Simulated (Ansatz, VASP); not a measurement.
PbSe: VASP beside Ansatz

```
Pb Se
1.0
     0.00000    3.18136    3.06948
     3.18136    0.00000    3.06948
     3.18136    3.18136    0.00000
Pb Se
1 1
Cartesian
  0.0000 0.0000 0.0000
  3.1814 3.1814 3.0695
```

Change from the starting cell: epitaxial_xy strain +3.0%.

Alike in both runs: task single point; functional r2SCAN; k mesh 8 × 8 × 8; no spin polarisation.

|  | VASP | Ansatz |
| --- | --- | --- |
| version | VASP 6.6.1 | Ansatz 0.2.0 |
| potentials or method | VASP PAW PBE potentials, release 64 (Pb_d, Se) | plane waves, PAW |
| plane-wave cutoff (eV) | 520 | 500 |
| occupations | gaussian, width 0.01 eV | fixed |
| valence electrons in the cell | 20 | 30 |

VASP gave:

| Property | Result |
| --- | --- |
| gap on the k mesh at the Fermi level (eV) | 0.79 |
| pressure (GPa) | -2.3 |
| traceless stress, the component that is largest in VASP (GPa) | 2.27 |

Task: What did Ansatz give for the same quantities?

Result: gap on the k mesh at the Fermi level (eV): 0.79; pressure (GPa): -2.3; traceless stress, the component that is largest in VASP (GPa): 2.26.

VASP's potentials were made for PBE, not for r2SCAN. VASP's potentials hold 20 valence electrons a cell and Ansatz's 30, so a difference there can come from the potentials and not from the codes.

Neither program's run includes spin-orbit coupling.
